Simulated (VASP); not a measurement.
# ZnGe2N2 (P-6m2) in VASP: a series of runs, part 2 of 2

VASP 6.6.1.

## Step 3: Relaxation of cell and atoms, PBE

This run uses another cell than the first one, of 15.77 Å³/atom, 1.126 times its volume.

File INCAR:

```
PREC = Accurate
ENCUT = 600
EDIFF = 1E-7
ISMEAR = 0
SIGMA = 0.15
LREAL = F
LASPH = T
NELM = 60
ALGO = Normal
ISIF = 3
LWAVE = F
LCHARG = F
GGA = PE
IBRION = 2
NSW = 36
EDIFFG = -0.08
```

File KPOINTS:

```
regular mesh
0
Gamma
  4 4 2
```

File POSCAR:

```
ZnGe2N2
1.0
    3.7472573500      0.0000000000      0.0000000000
   -1.8736286700      3.2452200600      0.0000000000
    0.0000000000      0.0000000000      6.4858799000
Zn Ge N
1 2 2
Direct
    0.6666666700      0.3333333300      0.5000000000
    0.3333333300      0.6666666700      0.8274786400
    0.3333333300      0.6666666700      0.1725213600
    0.3333333300      0.6666666700      0.5000000000
    0.0000000000      0.0000000000      0.0000000000
```

Potentials or basis: VASP PAW PBE potentials, release 64 (Zn, Ge_d, N).

Run with:

```bash
cat potpaw_PBE.64/Zn/POTCAR potpaw_PBE.64/Ge_d/POTCAR potpaw_PBE.64/N/POTCAR > POTCAR
mpirun -np 1 vasp_std > vasp.out
```

OUTCAR:

```text
PREC = Accurate
   ENCUT = 600
   EDIFF = 1E-7
   ISMEAR = 0
   LREAL = F
   LASPH = T
   NELM = 60
   ISIF = 3
   GGA = PE
   IBRION = 2
   NSW = 36
   EDIFFG = -0.08

 ion  position               nearest neighbor table
   1  0.667  0.333  0.500-   4 2.16   4 2.16   4 2.16
   2  0.333  0.667  0.827-   4 2.12   3 2.24
   3  0.333  0.667  0.173-   4 2.12   2 2.24
   4  0.333  0.667  0.500-   2 2.12   3 2.12   1 2.16   1 2.16   1 2.16
   5  0.000  0.000  0.000-

  LATTYP: Found a hexagonal cell.
 ALAT       =     3.7472573500
 C/A-ratio  =     1.7308338591

  Lattice vectors:

 A1 = (   3.7472573500,   0.0000000000,   0.0000000000)
 A2 = (  -1.8736286700,   3.2452200600,   0.0000000000)
 A3 = (   0.0000000000,   0.0000000000,   6.4858799000)

Analysis of symmetry for initial positions (statically):
[... 169 lines left out ...]
 cond. band min:       4.4378771507   @ k =   0.2500   0.0000   0.0000
 fundamental gap:      0.1574691971
 Fermi energy:         4.3652183349

 k-point     1 :       0.0000    0.0000    0.0000
  band No.  band energies     occupation
      1     -21.0428      2.00000
      2     -20.8261      2.00000
      3     -20.8261      2.00000
      4     -20.7178      2.00000
      5     -20.7178      2.00000
      6     -20.6906      2.00000
[... 525 lines left out ...]
--------------------------------------- Ionic step        8  -------------------------------------------

 number of electron      50.0000016 magnetization

 Free energy of the ion-electron system (eV)
  ---------------------------------------------------
  ext. energy  EPLUGINS =         0.00000000
  ---------------------------------------------------
  free energy    TOTEN  =       -23.64664079 eV

  energy without entropy =      -23.63356393  energy(sigma->0) =      -23.64010236

 E-fermi :   5.1324     XC(G=0): -11.1643

 val. band max:        4.9211026729   @ k =   0.2500   0.2500   0.5000
 cond. band min:       5.2261316250   @ k =   0.2500   0.0000   0.0000
 fundamental gap:      0.3050289521
 Fermi energy:         5.1323993403

 k-point     1 :       0.0000    0.0000    0.0000
  band No.  band energies     occupation
      1     -19.8032      2.00000
      2     -19.7378      2.00000
      3     -19.7378      2.00000
      4     -19.7329      2.00000
      5     -19.7329      2.00000
      6     -19.7292      2.00000
[... 285 lines left out ...]
  FREE ENERGIE OF THE ION-ELECTRON SYSTEM (eV)
  ---------------------------------------------------
  free  energy   TOTEN  =       -23.6466407897 eV

  energy  without entropy=      -23.6335639310  energy(sigma->0) =      -23.64010236

 reached required accuracy - stopping structural energy minimisation
```

OSZICAR:

```text
N       E                     dE             d eps       ncg     rms          rms(c)
DAV:   1     0.478744042490E+03    0.47874E+03   -0.26938E+04   546   0.436E+03
DAV:   2     0.623947664488E+02   -0.41635E+03   -0.40456E+03   480   0.896E+02
DAV:   3    -0.190057889678E+02   -0.81401E+02   -0.79257E+02   540   0.226E+02
[... 92 lines left out ...]
DAV:   3    -0.236467126265E+02    0.20007E-03   -0.68563E-04   598   0.344E-01    0.514E-02
DAV:   4    -0.236466466248E+02    0.66002E-04   -0.93886E-05   714   0.144E-01    0.132E-02
DAV:   5    -0.236466421791E+02    0.44457E-05   -0.16884E-05   560   0.441E-02    0.622E-03
DAV:   6    -0.236466408435E+02    0.13356E-05   -0.30178E-06   644   0.259E-02    0.247E-03
DAV:   7    -0.236466407897E+02    0.53853E-07   -0.34862E-07   452   0.569E-03
   8 F= -.23646641E+02 E0= -.23640102E+02  d E =-.424829E-01
```

CONTCAR:

```text
ZnGe2N2
   1.00000000000000
     3.3449382574444195   -0.0000000005864953   -0.0000000000000000
    -1.6724691247669476    2.8968015055939751   -0.0000000000000000
     0.0000000000000000    0.0000000000000000    7.2601783094585706
  Zn              Ge              N
     1     2     2
Direct
     0.6666666699999979    0.3333333300000021    0.5000000000000000
     0.3333333300000021    0.6666666699999979    0.8092960118350446
     0.3333333300000021    0.6666666699999979    0.1907039881649555
     0.3333333300000021    0.6666666699999979    0.5000000000000000
     0.0000000000000000    0.0000000000000000    0.0000000000000000

  0.00000000E+00  0.00000000E+00  0.00000000E+00
  0.00000000E+00  0.00000000E+00  0.00000000E+00
  0.00000000E+00  0.00000000E+00  0.00000000E+00
  0.00000000E+00  0.00000000E+00  0.00000000E+00
  0.00000000E+00  0.00000000E+00  0.00000000E+00
```

It took 88 s on 1 thread of Intel Xeon 6975P-C (Granite Rapids), shared host; peak memory 0.22 GiB.

What came out:

* Free energy: -23.6466 eV
* Relaxed volume: 14.07 Å³/atom
* Relaxed cell: a = 3.345 Å, b = 3.345 Å, c = 7.260 Å, α = 90.00°, β = 90.00°, γ = 120.00°
* Space group after relaxing (to 0.05 Å): P-6m2 (No. 187)
* Energy gained by relaxing: 333.4 meV/atom
* Ionic steps: 8
* Pressure after relaxing: 0.2 GPa
* Largest force after relaxing: 0.006 eV/Å
* Band gap on the k mesh: zero (band 25 reaches 5.39 eV, above the bottom of band 26 at 4.37 eV)

Forces in eV/Å, atoms in the order of the input:
```
Zn   0.000  0.000  0.000
Ge   0.000  0.000 -0.006
Ge   0.000  0.000  0.006
N    0.000  0.000  0.000
N    0.000  0.000  0.000
```

Step by step:
```
step  energy change (eV)  largest force (eV/Å)  pressure (GPa)  volume (Å³)
   1              0.0000                3.2274           -2.55        78.87
   2             -1.3667                0.7199           -5.03        75.56
   3             -1.4173                1.1677           -5.03        74.79
   4             -1.4215                1.3113           -4.94        74.55
   5             -1.6227                0.7656            2.00        68.91
   6             -1.6246                0.8096            1.29        69.34
   7             -1.6665                0.0801            0.27        70.24
   8             -1.6671                0.0056            0.23        70.35
```

Final structure:
```cif
data_structure
_symmetry_space_group_name_H-M 'P 1'
_symmetry_Int_Tables_number 1
_cell_length_a 3.3449
_cell_length_b 3.3449
_cell_length_c 7.2602
_cell_angle_alpha 90.000
_cell_angle_beta 90.000
_cell_angle_gamma 120.000
_cell_volume 70.35
loop_
_atom_site_label
_atom_site_type_symbol
_atom_site_fract_x
_atom_site_fract_y
_atom_site_fract_z
_atom_site_occupancy
Zn1 Zn 0.66667 0.33333 0.50000 1
Ge1 Ge 0.33333 0.66667 0.80930 1
Ge2 Ge 0.33333 0.66667 0.19070 1
N1 N 0.33333 0.66667 0.50000 1
N2 N 0.00000 0.00000 0.00000 1
```

Levels at points of the mesh, in eV from the Fermi level:
| k point | band 23 | band 24 | band 25 | band 26 | band 27 | band 28 |
| --- | --- | --- | --- | --- | --- | --- |
| (0.00, 0.00, 0.00) | -0.63 | -0.63 | 0.25 | 1.44 | 3.76 | 5.19 |
| (0.50, 0.00, 0.00) | -2.44 | -2.01 | -1.46 | 0.39 | 1.04 | 3.26 |
| (0.00, 0.00, 0.50) | -0.67 | -0.65 | -0.65 | 2.48 | 2.82 | 4.88 |
| (0.50, 0.00, 0.50) | -2.97 | -2.71 | -1.98 | 1.17 | 2.18 | 3.74 |

Caveat: the k points lie up to 0.54 Å⁻¹ apart in the final cell; the relaxation stopped at a loose force limit of 0.08 eV/Å, so its end isn't a converged minimum.
